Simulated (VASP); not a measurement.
Here is a VASP 6.6.1 calculation.

INCAR

```
PREC = Accurate ; ENCUT = 520
EDIFF = 1E-7 ; ISMEAR = 0
SIGMA = 0.1 ; LREAL = False
LASPH = True ; NELM = 100
ALGO = Normal ; ISIF = 2
LWAVE = False ; LCHARG = False
GGA = PE ; NBANDS = 20
```

Contents of KPOINTS:

```
regular mesh
0
Gamma
  10 10 8
```

POSCAR

```
Li4CF
1.0
    3.5288945363      0.0000000000      0.0000000000
    0.0000000000      3.5288945363      0.0000000000
    0.0000000000      0.0000000000      5.1368337051
Li C F
4 1 1
Direct
    0.5000000000      0.0000000000      0.2381472816
    0.0000000000      0.5000000000      0.7618527184
    0.5000000000      0.0000000000      0.7618527184
    0.0000000000      0.5000000000      0.2381472816
    0.0000000000      0.0000000000      0.0000000000
    0.5000000000      0.5000000000      0.5000000000
```

Potentials or basis: VASP PAW PBE potentials, release 64 (Li_sv, C, F).

The run is started by

```console
$ cat potpaw_PBE.64/Li_sv/POTCAR potpaw_PBE.64/C/POTCAR potpaw_PBE.64/F/POTCAR > POTCAR
$ mpirun -np 1 vasp_std > vasp.out
```

(1) Estimate the largest force.

Answers

(1) 0.016 eV/Å.

Caveat: an odd number of electrons without spin polarisation forces a metal; a magnetic or distorted state may lie lower.
